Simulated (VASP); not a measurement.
# TaN in VASP: further runs

TaN is run at these levels: PBE; tasks: electric field gradients.

Everything below comes from runs of VASP 6.6.1. Logs are shortened: lines on timing, memory, paths and dates and some standing lists are left out, and cuts for length are marked.

### Step 1. The cell of the first run

The typed cell holds 6 atoms: a = 5.197 Å, b = 5.241 Å, c = 2.911 Å, α = 90.41°, β = 91.14°, γ = 120.85°.

### Step 2. Electric field gradients, PBE (equal xy, yz and zx shear strains of -2 %)

Input file INCAR:

```
SYSTEM = TaN
PREC = Accurate ; ENCUT = 520
EDIFF = 1E-8 ; ISMEAR = -1
SIGMA = 0.01 ; LREAL = .FALSE.
LASPH = .TRUE. ; NELM = 100
ALGO = Normal ; ISIF = 2
LWAVE = .FALSE. ; LCHARG = .FALSE.
GGA = PE ; LEFG = .TRUE.
NBANDS = 33
```

Input file KPOINTS:

```
regular mesh
0
G
  6 6 9
  0 0 0
```

Input file POSCAR:

```
TaN
1.0
    5.1960008669     -0.0519600087     -0.0519600087
   -2.6429991209      4.5258487531     -0.0190186832
   -0.0291100000     -0.0291100000      2.9110000000
Ta N
3 3
Direct
    0.3333333333      0.6666666667      0.5000000000
    0.6666666667      0.3333333333      0.5000000000
    0.0000000000      0.0000000000      0.0000000000
    0.3928500000      0.0000000000      0.0000000000
    0.6071500000      0.6071500000      0.0000000000
    0.0000000000      0.3928500000      0.0000000000
```

Potentials or basis: VASP PAW PBE potentials, release 64 (Ta_pv, N).

Run with:

```console
cat potpaw_PBE.64/Ta_pv/POTCAR potpaw_PBE.64/N/POTCAR > POTCAR
mpirun -np 1 vasp_std > vasp.out
```

OUTCAR:

```text
SYSTEM = TaN
   PREC = Accurate
   ENCUT = 520
   EDIFF = 1E-8
   ISMEAR = -1
   LREAL = .FALSE.
   LASPH = .TRUE.
   NELM = 100
   ISIF = 2
   GGA = PE

 ion  position               nearest neighbor table
   1  0.333  0.667  0.500-   6 2.12   5 2.15   4 2.16   6 2.18   4 2.18   5 2.18   2 2.97   2 3.00
                             2 3.03   3 3.28   3 3.31   3 3.35   3 3.35   3 3.36   3 3.37
   2  0.667  0.333  0.500-   4 2.13   6 2.13   5 2.17   5 2.18   4 2.18   6 2.18   1 2.97   1 3.00
                             1 3.03   3 3.28   3 3.31   3 3.35   3 3.35   3 3.36   3 3.37
   3  0.000  0.000  0.000-   5 2.02   4 2.04   6 2.06   2 3.28   1 3.28   2 3.31   1 3.31   1 3.35
                             2 3.35   2 3.35   1 3.35   2 3.36   1 3.36   1 3.37   2 3.37
   4  0.393  0.000  0.000-   3 2.04   2 2.13   1 2.16   2 2.18   1 2.18
   5  0.607  0.607  0.000-   3 2.02   1 2.15   2 2.17   2 2.18   1 2.18
   6  0.000  0.393  0.000-   3 2.06   1 2.12   2 2.13   1 2.18   2 2.18

  LATTYP: Found a triclinic cell.
 ALAT       =     5.1515566955
 B/A-ratio  =     1.0087281861
 C/A-ratio  =     0.5651284180
 COS(alpha) =     0.0198960208
 COS(beta)  =     0.0274156886
 COS(gamma) =     0.4869832429

  Lattice vectors:

 A1 = (   2.5530017460,   4.4738887444,  -0.0709786919)
 A2 = (   5.1960008669,  -0.0519600087,  -0.0519600087)
 A3 = (   0.0291100000,   0.0291100000,  -2.9110000000)

Analysis of symmetry for initial positions (statically):
=====================================================================
 Subroutine PRICEL returns:
 Original cell was already a primitive cell.

 Routine SETGRP: Setting up the symmetry group for a
 triclinic supercell.

 Subroutine GETGRP returns: Found  1 space group operations
 (whereof  1 operations were pure point group operations)
 out of a pool of  2 trial point group operations.

The static configuration has the point symmetry C_1 .

Analysis of symmetry for dynamics (positions and initial velocities):
=====================================================================
 Subroutine PRICEL returns:
[... 169 lines left out ...]
 fundamental gap:      0.0070112250
 Fermi energy:         8.3102675600

 k-point     1 :       0.0000    0.0000    0.0000
  band No.  band energies     occupation
      1     -27.9051      2.00000
      2     -27.8959      2.00000
      3     -27.5526      2.00000
      4     -27.5428      2.00000
      5     -27.3747      2.00000
      6     -27.2681      2.00000
[... 853 lines left out ...]
     32      12.1301      0.00000
     33      12.2815      0.00000

 [... further k-points ...]

------------------------ aborting loop because EDIFF is reached ----------------------------------------

  FORCE on cell =-STRESS in cart. coord.  units (eV):
  Direction    XX          YY          ZZ          XY          YZ          ZX
  --------------------------------------------------------------------------------------
  -------------------------------------------------------------------------------------
  Total        2.6943298      2.6876177      2.3410978      1.7155148      1.7451789      1.7478763
  in kB       63.4426393     63.2845925     55.1251825     40.3947536     41.0932452     41.1567599
  external PRESSURE =      60.6174715 kB  Pullay stress =       0.0000000 kB

 VOLUME and BASIS-vectors are now :
 -----------------------------------------------------------------------------
  energy-cutoff  :      520.00
  volume of cell :       68.04
      direct lattice vectors                 reciprocal lattice vectors
     5.196000867 -0.051960009 -0.051960009     0.193617185  0.113081194  0.003066984
    -2.642999121  4.525848753 -0.019018683     0.002245188  0.222273608  0.002245188
    -0.029110000 -0.029110000  2.911000000     0.003470646  0.003470646  0.343593975

 POSITION                                       TOTAL-FORCE (eV/Angst)
 -----------------------------------------------------------------------------------
     -0.04455      2.98536      1.42550         0.132743      0.122674      0.034006
      2.56845      1.45942      1.41452        -0.128706      0.116613      0.009567
      0.00000      0.00000      0.00000         0.009953      0.281511     -0.000227
      2.04125     -0.02041     -0.02041         0.036813     -0.139828     -0.097737
      1.55006      2.71632     -0.04309        -0.054611     -0.233456      0.100235
     -1.03830      1.77798     -0.00747         0.003809     -0.147514     -0.045844
 -----------------------------------------------------------------------------------
    total drift:                                0.000091     -0.000210      0.000016

  FREE ENERGIE OF THE ION-ELECTRON SYSTEM (eV)
  ---------------------------------------------------
  free  energy   TOTEN  =       -67.4129782689 eV

  energy  without entropy=      -67.4126345450  energy(sigma->0) =      -67.41280641

 Electric field gradients (V/A^2)
---------------------------------------------------------------------
 ion       V_xx      V_yy      V_zz      V_xy      V_xz      V_yz
---------------------------------------------------------------------
   1      98.281   100.157  -198.437   -20.500   -45.508   -47.485
   2      99.758    98.687  -198.445   -20.447   -47.497   -45.485
   3     -88.514   -88.696   177.210   -12.752   -10.990   -10.795
   4     -14.391     4.606     9.786    -1.591    -0.633    -3.310
   5      -0.098    -9.818     9.916   -10.019    -1.477    -0.137
   6      -0.196    -9.487     9.683     6.468    -3.805    -2.459
---------------------------------------------------------------------

 Electric field gradients after diagonalization (V/A^2)
 (convention: |V_zz| > |V_xx| > |V_yy|)
----------------------------------------------------------------------
 ion       V_xx      V_yy      V_zz     asymmetry (V_yy - V_xx)/ V_zz
----------------------------------------------------------------------
   1     119.779    93.471  -213.251       0.123
   2     119.701    93.552  -213.253       0.123
   3    -102.206   -75.853   178.059       0.148
   4      11.400     3.158   -14.558       0.566
   5      10.285     5.839   -16.124       0.276
   6      11.985     0.830   -12.815       0.870
----------------------------------------------------------------------

           NMR quadrupolar parameters

 Cq : quadrupolar parameter    Cq=e*Q*V_zz/h
 eta: asymmetry parameters     (V_yy - V_xx)/ V_zz
 Q  : nuclear electric quadrupole moment in mb (millibarn)
----------------------------------------------------------------------
 ion       Cq(MHz)       eta       Q (mb)
----------------------------------------------------------------------
   1      -0.516       0.123       1.000
   2      -0.516       0.123       1.000
   3       0.431       0.148       1.000
   4      -0.035       0.566       1.000
   5      -0.039       0.276       1.000
   6      -0.031       0.870       1.000
----------------------------------------------------------------------
```

Wall time 4.6 min (1 thread of Intel Xeon Platinum 8124M at 3.00GHz (Skylake/Cascade Lake), shared host); peak memory 0.4 GiB.

Results:

```yaml
Free_energy: -67.4130 eV
Pressure: 6.1 GPa
Largest_force: 0.282 eV/Å
Band_gap_on_the_k_mesh: zero (bands 24 and 25 overlap by 3.01 eV)
Largest_electric_field_gradient_by_atom: Ta -213.3, +178.1 (each value once); N -14.6, -16.1, -12.8 V/Å²
```

Forces on the atoms (eV/Å):
```
Ta   0.133  0.123  0.034
Ta  -0.129  0.117  0.010
Ta   0.010  0.282  0.000
N    0.037 -0.140 -0.098
N   -0.055 -0.233  0.100
N    0.004 -0.148 -0.046
```

Stress tensor (GPa, compression positive):
```
6.34 4.04 4.12
4.04 6.33 4.11
4.12 4.11 5.51
```

Electric field gradients, principal values (V/Å²):
```
atom    least    middle  greatest (by size)
1 Ta   93.471   119.779            -213.251
2 Ta   93.552   119.701            -213.253
3 Ta  -75.853  -102.206             178.059
 4 N    3.158    11.400             -14.558
 5 N    5.839    10.285             -16.124
 6 N    0.830    11.985             -12.815
```

Caveat: the cell differs from its parent crystal (equal xy, yz and zx shear strains of -2 %); the cell stands under pressure; without QUAD_EFG the Cq values of the log hold for a quadrupole moment of 1 mb, not for the nuclei; spin-orbit coupling is left out, which moves the levels of the heavy elements.

### Step 3. Electric field gradients, PBE (10.89 Å³/atom)

This run uses another cell than the first one, of 10.89 Å³/atom.

Input file INCAR:

```
SYSTEM = TaN
ALGO     = Normal         ! electronic algorithm
EDIFF    = 1E-8           ! SCF threshold, eV
ENCUT    = 520            ! plane-wave cutoff, eV
GGA      = PE             ! functional
ISIF     = 2              ! what is computed and relaxed
ISMEAR   = -1             ! smearing method
LASPH    = .TRUE.         ! aspherical terms in the spheres
LCHARG   = .FALSE.        ! write CHGCAR
LEFG     = .TRUE.       
LREAL    = .FALSE.        ! projectors in reciprocal space
LWAVE    = .FALSE.        ! write WAVECAR
NBANDS   = 33             ! bands
NELM     = 60             ! most SCF steps
PREC     = Accurate       ! precision mode
SIGMA    = 0.01           ! smearing width, eV
```

Input file KPOINTS:

```
k-points
0
G
  6 6 9
  0 0 0
```

Changes to POSCAR since step 2:

```diff
@@ -2,5 +2,5 @@
 1.0
-    5.1960008669     -0.0519600087     -0.0519600087
-   -2.6429991209      4.5258487531     -0.0190186832
-   -0.0291100000     -0.0291100000      2.9110000000
+    5.1257760305      0.0000000000      0.0000000000
+   -2.5628880152      4.4390522565      0.0000000000
+    0.0000000000      0.0000000000      2.8716573394
 Ta N
```

Potentials or basis: VASP PAW PBE potentials, release 64 (Ta_pv, N).

Run with:

```console
cat potpaw_PBE.64/Ta_pv/POTCAR potpaw_PBE.64/N/POTCAR > POTCAR
mpirun -np 1 vasp_std > vasp.out
```

OUTCAR:

```text
SYSTEM = TaN
   EDIFF = 1E-8
   ENCUT = 520
   GGA = PE
   ISIF = 2
   ISMEAR = -1
   LASPH = .TRUE.
   LREAL = .FALSE.
   NELM = 60
   PREC = Accurate

 ion  position               nearest neighbor table
   1  0.333  0.667  0.500-   4 2.13   4 2.13   6 2.13   6 2.13   5 2.13   5 2.13   2 2.96   2 2.96
                             2 2.96   3 3.29   3 3.29   3 3.29   3 3.29   3 3.29   3 3.29
   2  0.667  0.333  0.500-   6 2.13   6 2.13   4 2.13   4 2.13   5 2.13   5 2.13   1 2.96   1 2.96
                             1 2.96   3 3.29   3 3.29   3 3.29   3 3.29   3 3.29   3 3.29
   3  0.000  0.000  0.000-   6 2.01   4 2.01   5 2.01   2 3.29   1 3.29   1 3.29   2 3.29   1 3.29
                             1 3.29   2 3.29   2 3.29   2 3.29   2 3.29   1 3.29   1 3.29
   4  0.393  0.000  0.000-   3 2.01   1 2.13   1 2.13   2 2.13   2 2.13
[... 1113 lines left out ...]
   6       0.034    -9.226     9.192     8.019    -0.000    -0.000
---------------------------------------------------------------------

 Electric field gradients after diagonalization (V/A^2)
 (convention: |V_zz| > |V_xx| > |V_yy|)
----------------------------------------------------------------------
 ion       V_xx      V_yy      V_zz     asymmetry (V_yy - V_xx)/ V_zz
----------------------------------------------------------------------
   1     106.833   106.833  -213.666       0.000
   2     106.833   106.833  -213.666       0.000
   3     -97.110   -97.108   194.218       0.000
   4       9.192     4.663   -13.855       0.327
   5       9.192     4.664   -13.857       0.327
   6       9.192     4.663   -13.855       0.327
----------------------------------------------------------------------

           NMR quadrupolar parameters

 Cq : quadrupolar parameter    Cq=e*Q*V_zz/h
 eta: asymmetry parameters     (V_yy - V_xx)/ V_zz
 Q  : nuclear electric quadrupole moment in mb (millibarn)
----------------------------------------------------------------------
 ion       Cq(MHz)       eta       Q (mb)
----------------------------------------------------------------------
   1      -0.517       0.000       1.000
   2      -0.517       0.000       1.000
   3       0.470       0.000       1.000
   4      -0.034       0.327       1.000
   5      -0.034       0.327       1.000
   6      -0.034       0.327       1.000
----------------------------------------------------------------------
```

Run time: 2 min. Hardware: 1 thread of Intel Xeon 8259CL, shared host; peak memory 0.22 GiB.

Results:

| Property | Result |
| --- | --- |
| Free energy | -67.2432 eV |
| Pressure | 20.7 GPa |
| Largest force | 0.245 eV/Å |
| Band gap on the k mesh | zero (bands 24 and 25 overlap by 3.19 eV) |
| Largest electric field gradient by atom | Ta -213.7, +194.2 (each value once); N -13.9 V/Å² |

Forces on the atoms (eV/Å):
```
Ta   0.000  0.000  0.000
Ta   0.000  0.000  0.000
Ta   0.000  0.000  0.000
N    0.245  0.000  0.000
N   -0.122 -0.212  0.000
N   -0.122  0.212  0.000
```

Stress tensor (GPa, compression positive):
```
20.51  0.00  0.00
 0.00 20.51  0.00
 0.00  0.00 21.10
```

Electric field gradients, principal values (V/Å²):
```tsv
atom	least	middle	greatest (by size)
1 Ta	106.833	106.833	-213.666
2 Ta	106.833	106.833	-213.666
3 Ta	-97.108	-97.110	194.218
4 N	4.663	9.192	-13.855
5 N	4.664	9.192	-13.857
6 N	4.663	9.192	-13.855
```

Caveat: the cell stands under pressure; without QUAD_EFG the Cq values of the log hold for a quadrupole moment of 1 mb, not for the nuclei; spin-orbit coupling is left out, which moves the levels of the heavy elements.

### Step 4. Electric field gradients, PBE (10.89 Å³/atom)

This run uses another cell than the first one, of 10.89 Å³/atom.

Input file INCAR:

```
  ALGO = Normal
  EDIFF = 1E-8
  ENCUT = 520
  GGA = PE
  ISIF = 2
  ISMEAR = -1
  LASPH = True
  LCHARG = False
  LEFG = True
  LREAL = False
  LWAVE = False
  NBANDS = 33
  NELM = 100
  PREC = Accurate
  SIGMA = 0.01
```

Input file KPOINTS:

```
k-points
0
Gamma
  6 6 9
```

POSCAR is that of step 3.

Potentials or basis: VASP PAW PBE potentials, release 64 (Ta_pv, N).

Run with:

```console
cat potpaw_PBE.64/Ta_pv/POTCAR potpaw_PBE.64/N/POTCAR > POTCAR
mpirun -np 1 vasp_std > vasp.out
```

OUTCAR:

```text
EDIFF = 1E-8
   ENCUT = 520
   GGA = PE
   ISIF = 2
   ISMEAR = -1
   LASPH = True
   LREAL = False
   NELM = 100
   PREC = Accurate

 ion  position               nearest neighbor table
   1  0.333  0.667  0.500-   4 2.13   4 2.13   6 2.13   6 2.13   5 2.13   5 2.13   2 2.96   2 2.96
                             2 2.96   3 3.29   3 3.29   3 3.29   3 3.29   3 3.29   3 3.29
   2  0.667  0.333  0.500-   6 2.13   6 2.13   4 2.13   4 2.13   5 2.13   5 2.13   1 2.96   1 2.96
                             1 2.96   3 3.29   3 3.29   3 3.29   3 3.29   3 3.29   3 3.29
   3  0.000  0.000  0.000-   6 2.01   4 2.01   5 2.01   2 3.29   1 3.29   1 3.29   2 3.29   1 3.29
                             1 3.29   2 3.29   2 3.29   2 3.29   2 3.29   1 3.29   1 3.29
   4  0.393  0.000  0.000-   3 2.01   1 2.13   1 2.13   2 2.13   2 2.13
   5  0.607  0.607  0.000-   3 2.01   2 2.13   2 2.13   1 2.13   1 2.13
   6  0.000  0.393  0.000-   3 2.01   2 2.13   2 2.13   1 2.13   1 2.13

[... 1111 lines left out ...]
---------------------------------------------------------------------

 Electric field gradients after diagonalization (V/A^2)
 (convention: |V_zz| > |V_xx| > |V_yy|)
----------------------------------------------------------------------
 ion       V_xx      V_yy      V_zz     asymmetry (V_yy - V_xx)/ V_zz
----------------------------------------------------------------------
   1     106.833   106.833  -213.666       0.000
   2     106.833   106.833  -213.666       0.000
   3     -97.110   -97.108   194.218       0.000
   4       9.192     4.663   -13.855       0.327
   5       9.192     4.664   -13.857       0.327
   6       9.192     4.663   -13.855       0.327
----------------------------------------------------------------------

           NMR quadrupolar parameters

 Cq : quadrupolar parameter    Cq=e*Q*V_zz/h
 eta: asymmetry parameters     (V_yy - V_xx)/ V_zz
 Q  : nuclear electric quadrupole moment in mb (millibarn)
----------------------------------------------------------------------
 ion       Cq(MHz)       eta       Q (mb)
----------------------------------------------------------------------
   1      -0.517       0.000       1.000
   2      -0.517       0.000       1.000
   3       0.470       0.000       1.000
   4      -0.034       0.327       1.000
   5      -0.034       0.327       1.000
   6      -0.034       0.327       1.000
----------------------------------------------------------------------
```

OSZICAR:

```text
N       E                     dE             d eps       ncg     rms          rms(c)
DAV:   1     0.449750615698E+03    0.44975E+03   -0.26064E+04  2310   0.153E+03
DAV:   2    -0.486815233312E+02   -0.49843E+03   -0.47555E+03  2712   0.455E+02
DAV:   3    -0.765717549673E+02   -0.27890E+02   -0.27474E+02  2835   0.105E+02
DAV:   4    -0.770690532988E+02   -0.49730E+00   -0.49475E+00  2852   0.139E+01
DAV:   5    -0.770801994471E+02   -0.11146E-01   -0.11128E-01  2947   0.167E+00    0.473E+01
DAV:   6    -0.674172596938E+02    0.96629E+01   -0.46084E+01  2927   0.376E+01    0.199E+01
DAV:   7    -0.673085103367E+02    0.10875E+00   -0.22000E+00  2847   0.823E+00    0.115E+01
DAV:   8    -0.672591319738E+02    0.49378E-01   -0.32588E-01  2837   0.357E+00    0.104E+00
DAV:   9    -0.672438526124E+02    0.15279E-01   -0.39058E-02  2960   0.158E+00    0.378E-01
DAV:  10    -0.672433400723E+02    0.51254E-03   -0.11176E-02  2784   0.542E-01    0.195E-01
DAV:  11    -0.672432401313E+02    0.99941E-04   -0.20430E-03  2926   0.283E-01    0.451E-02
DAV:  12    -0.672432004103E+02    0.39721E-04   -0.21437E-04  2848   0.888E-02    0.157E-02
DAV:  13    -0.672432003680E+02    0.42337E-07   -0.12551E-05  2749   0.217E-02    0.435E-03
DAV:  14    -0.672432003023E+02    0.65696E-07   -0.60401E-07  2887   0.518E-03    0.140E-03
DAV:  15    -0.672432001371E+02    0.16521E-06   -0.13473E-07  3074   0.238E-03    0.369E-04
DAV:  16    -0.672432001535E+02   -0.16435E-07   -0.68577E-09  1636   0.614E-04    0.148E-04
DAV:  17    -0.672432001506E+02    0.29431E-08   -0.25509E-09  1514   0.276E-04
   1 F= -.67243200E+02 E0= -.67242897E+02  d E =-.606206E-03
```

Run time: 1.8 min. Hardware: 1 thread of Intel Xeon 8259CL, shared host; peak memory 0.22 GiB.

What came out:

* Free energy: -67.2432 eV
* Pressure: 20.7 GPa
* Largest force: 0.245 eV/Å
* Band gap on the k mesh: zero (bands 24 and 25 overlap by 3.19 eV)
* Largest electric field gradient by atom: Ta -213.7, +194.2 (each value once); N -13.9 V/Å²

Forces on the atoms (eV/Å):
```
Ta   0.000  0.000  0.000
Ta   0.000  0.000  0.000
Ta   0.000  0.000  0.000
N    0.245  0.000  0.000
N   -0.122 -0.212  0.000
N   -0.122  0.212  0.000
```

Electric field gradients, principal values (V/Å²):
```
atom    least   middle  greatest (by size)
1 Ta  106.833  106.833            -213.666
2 Ta  106.833  106.833            -213.666
3 Ta  -97.108  -97.110             194.218
 4 N    4.663    9.192             -13.855
 5 N    4.664    9.192             -13.857
 6 N    4.663    9.192             -13.855
```

Caveat: the cell stands under pressure; without QUAD_EFG the Cq values of the log hold for a quadrupole moment of 1 mb, not for the nuclei; spin-orbit coupling is left out, which moves the levels of the heavy elements.

(Continued in part 2 of 2.)
